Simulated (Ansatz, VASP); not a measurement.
One calculation of KIr, two programs

```
K Ir
1.0
     0.00000    3.69450    3.69450
     3.69450    0.00000    3.69450
     3.69450    3.69450    0.00000
K Ir
2 2
Direct
  0.75000 0.75000 0.75000
  0.50000 0.50000 0.50000
  0.00000 0.00000 0.00000
  0.25000 0.25000 0.25000
```

Alike in both runs: task single point; functional PBE; k mesh 4 × 4 × 4; occupations gaussian, width 0.1 eV; no spin polarisation.

|  | VASP | Ansatz |
| --- | --- | --- |
| version | VASP 6.6.1 | Ansatz 0.2.0 |
| potentials or method | VASP PAW PBE potentials, release 64 (K_sv, Ir), cutoff 520 eV | scalar-relativistic, plane waves, PAW |
| valence electrons in the cell | 36 | 52 |

Ansatz gave:

| Property | Result |
| --- | --- |
| gap on the k mesh at the Fermi level (eV) | none |
| pressure (GPa) | -6.4 |

Problem. Estimate VASP's values.

Solution. gap on the k mesh at the Fermi level (eV): none; pressure (GPa): -6.3.

A gap of «none» marks a metal or a gap that the smearing closes. With one functional, cell and mesh, what is left measures potentials, basis and numerics. VASP's potentials hold 36 valence electrons a cell and Ansatz's 52, so a difference there can come from the potentials and not from the codes.

The k mesh is coarse, so the values compare programs but aren't converged. Neither program's run includes spin-orbit coupling.
